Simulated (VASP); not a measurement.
# CaCeAs2 (P4/nmm) in VASP: density of states with PBE

Aim: the density of states of CaCeAs2 with PBE.

Everything below comes from runs of VASP 6.6.1. Logs are shortened: lines on timing, memory, paths and dates and some standing lists are left out, and cuts for length are marked.

**1. The cell of the first run**

Symmetry: P4/nmm, No. 129, tetragonal system. Conventional cell: a = 4.188 Å, b = 4.188 Å, c = 10.810 Å, α = 90.00°, β = 90.00°, γ = 90.00°. Within 3.7 Å of Ca (site symmetry -4m2) lie 4 As at 2.82 Å and 4 Ca at 2.96 Å and 4 Ce at 3.60 Å. As (site symmetry 4mm) has 4 Ca at 2.82 Å and 4 Ce at 3.14 Å within 3.7 Å. Within 3.9 Å of As (site symmetry -4m2) lie 4 As at 2.96 Å and 4 Ce at 3.24 Å. Within 4.1 Å of Ce (site symmetry 4mm) lie 8 As at 3.14 to 3.24 Å and 4 Ca at 3.60 Å.

**2. Density of states, PBE**

POSCAR reads:

```
CaCeAs2
1.0
    4.1877580000      0.0000000000      0.0000000000
    0.0000000000      4.1877580000      0.0000000000
    0.0000000000      0.0000000000     10.8103030000
Ca As Ce
2 4 2
Direct
    0.7500000000      0.2500000000      0.0000000000
    0.2500000000      0.7500000000      0.0000000000
    0.2500000000      0.2500000000      0.1747000000
    0.7500000000      0.7500000000      0.8253000000
    0.7500000000      0.2500000000      0.5000000000
    0.2500000000      0.7500000000      0.5000000000
    0.2500000000      0.2500000000      0.7293000000
    0.7500000000      0.7500000000      0.2707000000
```

INCAR.step1 reads:

```
ALGO = Normal ; EDIFF = 1E-6
ENCUT = 400 ; GGA = PE
GGA_COMPAT = F ; ISIF = 2
ISMEAR = -1 ; LASPH = T
LCHARG = T ; LMAXMIX = 6
LORBIT = 11 ; LREAL = F
LWAVE = F ; NBANDS = 42
NEDOS = 2001 ; NELM = 200
PREC = Accurate ; SIGMA = 0.1
```

KPOINTS.step1 reads:

```
k-points
0
Gamma
  6 6 3
```

INCAR.step2 reads:

```
ALGO = Normal ; EDIFF = 1E-6
ENCUT = 400 ; GGA = PE
GGA_COMPAT = F ; ICHARG = 11
ISIF = 2 ; ISMEAR = -5
LASPH = T ; LCHARG = F
LMAXMIX = 6 ; LORBIT = 11
LREAL = F ; LWAVE = F
NBANDS = 42 ; NEDOS = 1001
NELM = 200 ; PREC = Accurate
SIGMA = 0.1
```

KPOINTS.step2 reads:

```
k-points
0
Gamma
  9 9 5
```

Potentials or basis: VASP PAW PBE potentials, release 64 (Ca_sv, As, Ce).

The run is started by

```sh
$ cat potpaw_PBE.64/Ca_sv/POTCAR potpaw_PBE.64/As/POTCAR potpaw_PBE.64/Ce/POTCAR > POTCAR
$ cp INCAR.step1 INCAR
$ cp KPOINTS.step1 KPOINTS
$ mpirun -np 1 vasp_std > vasp.out
$ cp INCAR.step2 INCAR
$ cp KPOINTS.step2 KPOINTS
$ mpirun -np 1 vasp_std > vasp.out
```

OUTCAR:

```text
EDIFF = 1E-6
   ENCUT = 400
   GGA = PE
   ICHARG = 11
   ISIF = 2
   ISMEAR = -5
   LASPH = T
   LORBIT = 11
   LREAL = F
   NELM = 200
   PREC = Accurate

 ion  position               nearest neighbor table
   1  0.750  0.250  0.000-   3 2.82   4 2.82   4 2.82   3 2.82   2 2.96   2 2.96   2 2.96   2 2.96

   2  0.250  0.750  0.000-   3 2.82   4 2.82   3 2.82   4 2.82   1 2.96   1 2.96   1 2.96   1 2.96

   3  0.250  0.250  0.175-   1 2.82   2 2.82   2 2.82   1 2.82
   4  0.750  0.750  0.825-   1 2.82   2 2.82   1 2.82   2 2.82
   5  0.750  0.250  0.500-
   6  0.250  0.750  0.500-
   7  0.250  0.250  0.729-
   8  0.750  0.750  0.271-

  LATTYP: Found a simple tetragonal cell.
 ALAT       =     4.1877580000
 C/A-ratio  =     2.5814058501

  Lattice vectors:

 A1 = (   4.1877580000,   0.0000000000,   0.0000000000)
 A2 = (   0.0000000000,   4.1877580000,   0.0000000000)
 A3 = (   0.0000000000,   0.0000000000,  10.8103030000)

Analysis of symmetry for initial positions (statically):
=====================================================================
 Subroutine PRICEL returns:
 Original cell was already a primitive cell.

 Routine SETGRP: Setting up the symmetry group for a
 simple tetragonal supercell.

 Subroutine GETGRP returns: Found 16 space group operations
 (whereof  4 operations were pure point group operations)
 out of a pool of 16 trial point group operations.

The static configuration has the point symmetry C_2h.
 The point group associated with its full space group is D_4h.

Analysis of symmetry for dynamics (positions and initial velocities):
=====================================================================
 Subroutine PRICEL returns:
 Original cell was already a primitive cell.

 Routine SETGRP: Setting up the symmetry group for a
 simple tetragonal supercell.

 Subroutine GETGRP returns: Found 16 space group operations
 (whereof  4 operations were pure point group operations)
 out of a pool of 16 trial point group operations.

The dynamic configuration has the point symmetry C_2h.
 The point group associated with its full space group is D_4h.

 Subroutine INISYM returns: Found 16 space group operations
 (whereof  4 operations are pure point group operations),
 and found     1 'primitive' translations

----------------------------------------------------------------------------------------

                                     Primitive cell

  volume of cell :     189.5837

  direct lattice vectors                    reciprocal lattice vectors
     4.187758000  0.000000000  0.000000000     0.238791258  0.000000000  0.000000000
     0.000000000  4.187758000  0.000000000     0.000000000  0.238791258  0.000000000
     0.000000000  0.000000000 10.810303000     0.000000000  0.000000000  0.092504345

  length of vectors
     4.187758000  4.187758000 10.810303000     0.238791258  0.238791258  0.092504345

  position of ions in fractional coordinates (direct lattice)
     0.750000000  0.250000000  0.000000000
     0.250000000  0.750000000  0.000000000
     0.250000000  0.250000000  0.174700000
     0.750000000  0.750000000  0.825300000
     0.750000000  0.250000000  0.500000000
     0.250000000  0.750000000  0.500000000
     0.250000000  0.250000000  0.729300000
     0.750000000  0.750000000  0.270700000

  ion indices of the primitive-cell ions
   primitive index   ion index
                 1           1
                 2           2
                 3           3
                 4           4
                 5           5
                 6           6
                 7           7
                 8           8

----------------------------------------------------------------------------------------

 KPOINTS: k-points

Automatic generation of k-mesh.
 Grid dimensions read from file:
 generate k-points for:    9    9    5

 Generating k-lattice:

  Cartesian coordinates                     Fractional coordinates (reciprocal lattice)
     0.026532362  0.000000000  0.000000000     0.111111111  0.000000000  0.000000000
     0.000000000  0.026532362  0.000000000     0.000000000  0.111111111  0.000000000
     0.000000000  0.000000000  0.018500869     0.000000000  0.000000000  0.200000000

  Length of vectors
     0.026532362  0.026532362  0.018500869

  Shift w.r.t. Gamma in fractional coordinates (k-lattice)
     0.000000000  0.000000000  0.000000000

 TETIRR: Found    593 inequivalent tetrahedra from     2430

 Subroutine IBZKPT returns following result:
 ===========================================

 Found     45 irreducible k-points:

 Following reciprocal coordinates:
            Coordinates               Weight
  0.000000  0.000000  0.000000      1.000000
  0.111111  0.000000  0.000000      4.000000
  0.222222  0.000000  0.000000      4.000000
  0.333333  0.000000  0.000000      4.000000
  0.444444  0.000000  0.000000      4.000000
  0.111111  0.111111  0.000000      4.000000
[... 16 lines left out ...]
  0.333333  0.111111  0.200000     16.000000
  0.444444  0.111111  0.200000     16.000000
 [... further k-points ...]
   k-points           NKPTS =     45   k-points in BZ     NKDIM =     45   number of bands    NBANDS=     42
   number of dos      NEDOS =   1001   number of ions     NIONS =      8
   total plane-waves  NPLWV =  56448
   dimension x,y,z NGX =    28 NGY =   28 NGZ =   72
   dimension x,y,z NGXF=    56 NGYF=   56 NGZF=  144
   ions per type =               2   4   2
   NGX,Y,Z   is equivalent  to a cutoff of  11.12, 11.12, 11.07 a.u.
   NGXF,Y,Z  is equivalent  to a cutoff of  22.23, 22.23, 22.14 a.u.
 SYSTEM =  unknown system
   PREC   = accura    normal or accurate (medium, high low for compatibility)
   ISTART =      0    job   : 0-new  1-cont  2-samecut
   ICHARG =     11    charge: 1-file 2-atom 10-const
   ISPIN  =      1    spin polarized calculation?
   LNONCOLLINEAR =      F non collinear calculations
   LSORBIT =      F    spin-orbit coupling
   LASPH  =      T    aspherical Exc in radial PAW
   ENCUT  =  400.0 eV  29.40 Ry    5.42 a.u.   6.83  6.83 17.63*2*pi/ulx,y,z
   NELM   =    200;   NELMIN=  2; NELMDL=  0     # of ELM steps
   EDIFF  = 0.1E-05   stopping-criterion for ELM
   LREAL  =      F    real-space projection
   EDIFFG = 0.1E-04   stopping-criterion for IOM
   NSW    =      0    number of steps for IOM
   IBRION =     -1    ionic relax: 0-MD 1-quasi-New 2-CG
   NFREE  =      0    steps in history (QN), initial steepest desc. (CG)
   ISIF   =      2    stress and relaxation
   ISYM   =      2    0-nonsym 1-usesym 2-fastsym
   POTIM  = 0.5000    time-step for ionic-motion
   TEBEG  =    0.0;   TEEND  =   0.0 temperature during run
   PSTRESS=    0.0 pullay stress
   NELECT =      64.0000    total number of electrons
   NUPDOWN=      -1.0000    fix difference up-down
   EMIN   =  10.00;   EMAX   =-10.00  energy-range for DOS
   EFERMI =   0.00;   METHOD = LEGACY
   ISMEAR =    -5;   SIGMA  =   0.10  broadening in eV -4-tet -1-fermi 0-gaus
   EFERMI_NEDOS =   21; number of points for ismear=-14 and -15
   IALGO  =     38    algorithm
   IMIX   =      4    mixing-type and parameters
     AMIX     =   0.40;   BMIX     =  1.00
     AMIX_MAG =   1.60;   BMIX_MAG =  1.00
  volume/ion in A,a.u.               =      23.70       159.92
  Fermi-wavevector in a.u.,A,eV,Ry     =   1.139903  2.154104 17.679116  1.299378
  Thomas-Fermi vector in A             =   2.276606
   LORBIT       =     11    0 simple, 1 ext, 2 COOP (PROOUT), +10 PAW based schemes
   GGA     = PE    functional components
   LHFCALC =     F    Hartree Fock is set to
   AEXX    =    0.0000 exact exchange contribution
   IVDW    =     0    specifies the selected vdW correction
   LEPSILON=     F    determine dielectric tensor
   LRPA    =     F    only Hartree local field effects (RPA)
 non-spin polarized calculation
 Fermi weights with tetrahedron method with Bloechl corrections
  energy-cutoff  :      400.00
  volume of cell :      189.58
 maximum number of plane-waves:      3467
 NGX is ok and might be reduce to    28

 number of electron      63.9999975 magnetization

 Free energy of the ion-electron system (eV)
  ---------------------------------------------------
  ext. energy  EPLUGINS =         0.00000000
  ---------------------------------------------------
  free energy    TOTEN  =       -40.07887911 eV

  energy without entropy =      -40.07887911  energy(sigma->0) =      -40.07887911

 E-fermi :   6.0169     XC(G=0): -10.2151

 val. band max:        6.0637720423   @ k =   0.2222   0.0000   0.0000
 cond. band min:       6.0011946720   @ k =   0.3333   0.0000   0.2000
 fundamental gap:     -0.0625773703
 Fermi energy:         6.0168693664

 k-point     1 :       0.0000    0.0000    0.0000
  band No.  band energies     occupation
      1     -34.6831      2.00000
      2     -34.4139      2.00000
      3     -28.7458      2.00000
      4     -28.7445      2.00000
      5     -16.1588      2.00000
      6     -16.1588      2.00000
[... 34 lines left out ...]
     41       6.3497      0.00000
     42       6.4534      0.00000

 k-point     2 :       0.1111    0.0000    0.0000
  band No.  band energies     occupation
      1     -34.6749      2.00000
      2     -34.4219      2.00000
      3     -28.7434      2.00000
      4     -28.7429      2.00000
      5     -16.1423      2.00000
      6     -16.1351      2.00000
[... 34 lines left out ...]
     41       6.3798      0.00000
     42       6.4409      0.00000

 k-point     3 :       0.2222    0.0000    0.0000
  band No.  band energies     occupation
      1     -34.6512      2.00000
      2     -34.4450      2.00000
      3     -28.7392      2.00000
      4     -28.7390      2.00000
      5     -16.0921      2.00000
      6     -16.0664      2.00000
[... 34 lines left out ...]
     41       6.4036      0.00000
     42       6.4272      0.00000

 k-point     4 :       0.3333    0.0000    0.0000
  band No.  band energies     occupation
      1     -34.6150      2.00000
      2     -34.4804      2.00000
      3     -28.7343      2.00000
      4     -28.7341      2.00000
      5     -16.0070      2.00000
      6     -15.9597      2.00000
[... 844 lines left out ...]
     41       6.3927      0.00000
     42       6.4503      0.00000

 k-point    23 :       0.3333    0.1111    0.2000
  band No.  band energies     occupation
      1     -34.6106      2.00000
      2     -34.4841      2.00000
      3     -28.7329      2.00000
      4     -28.7326      2.00000
      5     -16.1391      2.00000
      6     -15.8065      2.00000
[... 34 lines left out ...]
     41       6.4024      0.00000
     42       6.4356      0.00000

 k-point    24 :       0.4444    0.1111    0.2000
  band No.  band energies     occupation
      1     -34.5690      2.00000
      2     -34.5251      2.00000
      3     -28.7297      2.00000
      4     -28.7296      2.00000
      5     -16.0469      2.00000
      6     -15.9151      2.00000
[... 34 lines left out ...]
     41       6.4034      0.00000
     42       6.4344      0.00000

 [... further k-points ...]

------------------------ aborting loop because EDIFF is reached ----------------------------------------

  FORCE on cell =-STRESS in cart. coord.  units (eV):
  Direction    XX          YY          ZZ          XY          YZ          ZX
  --------------------------------------------------------------------------------------
  -------------------------------------------------------------------------------------
  Total      -19.2651628    -19.2651628    -17.8800102      0.0000000     -0.0000000     -0.0000000
  in kB     -162.8104379   -162.8104379   -151.1044740      0.0000000     -0.0000000     -0.0000000
  external PRESSURE =    -158.9084499 kB  Pullay stress =       0.0000000 kB

 VOLUME and BASIS-vectors are now :
 -----------------------------------------------------------------------------
  energy-cutoff  :      400.00
  volume of cell :      189.58
      direct lattice vectors                 reciprocal lattice vectors
     4.187758000  0.000000000  0.000000000     0.238791258  0.000000000  0.000000000
     0.000000000  4.187758000  0.000000000     0.000000000  0.238791258  0.000000000
     0.000000000  0.000000000 10.810303000     0.000000000  0.000000000  0.092504345

 POSITION                                       TOTAL-FORCE (eV/Angst)
 -----------------------------------------------------------------------------------
      3.14082      1.04694      0.00000        -0.000000     -0.000000     -0.000000
      1.04694      3.14082      0.00000        -0.000000      0.000000     -0.000000
      1.04694      1.04694      1.88856         0.000000     -0.000000      0.924633
      3.14082      3.14082      8.92174         0.000000      0.000000     -0.924633
      3.14082      1.04694      5.40515        -0.000000      0.000000     -0.000000
      1.04694      3.14082      5.40515         0.000000     -0.000000     -0.000000
      1.04694      1.04694      7.88395         0.000000     -0.000000     -2.150366
      3.14082      3.14082      2.92635         0.000000      0.000000      2.150366
 -----------------------------------------------------------------------------------
    total drift:                                0.000000      0.000000     -0.000000

  FREE ENERGIE OF THE ION-ELECTRON SYSTEM (eV)
  ---------------------------------------------------
  free  energy   TOTEN  =       -40.0788791122 eV

  energy  without entropy=      -40.0788791122  energy(sigma->0) =      -40.07887911

 total charge

# of ion       s       p       d       f       tot
--------------------------------------------------
    1        2.076   5.881   0.471   0.000   8.428
    2        2.076   5.881   0.471   0.000   8.428
    3        1.205   1.654   0.019   0.000   2.879
    4        1.205   1.654   0.019   0.000   2.879
    5        1.273   1.365   0.026   0.000   2.664
    6        1.273   1.365   0.026   0.000   2.664
    7        2.016   5.715   0.835   0.731   9.298
    8        2.016   5.715   0.835   0.731   9.298
--------------------------------------------------
tot         13.140  29.230   2.703   1.462  46.535
```

It took 9.7 min on 1 thread of Intel Xeon Platinum 8488C (Sapphire Rapids), shared host; peak memory 0.38 GiB.

What came out:

- Valence electrons inside the program's atomic spheres: Ca 8.43; As 2.88, 2.66; Ce 9.30

Caveat: spin-orbit coupling is left out, which moves the levels of the heavy elements; without U or exact exchange the open f shell lies at the Fermi level, which spoils levels, moments and volumes; tetrahedron occupations give inexact forces and stress in metals.
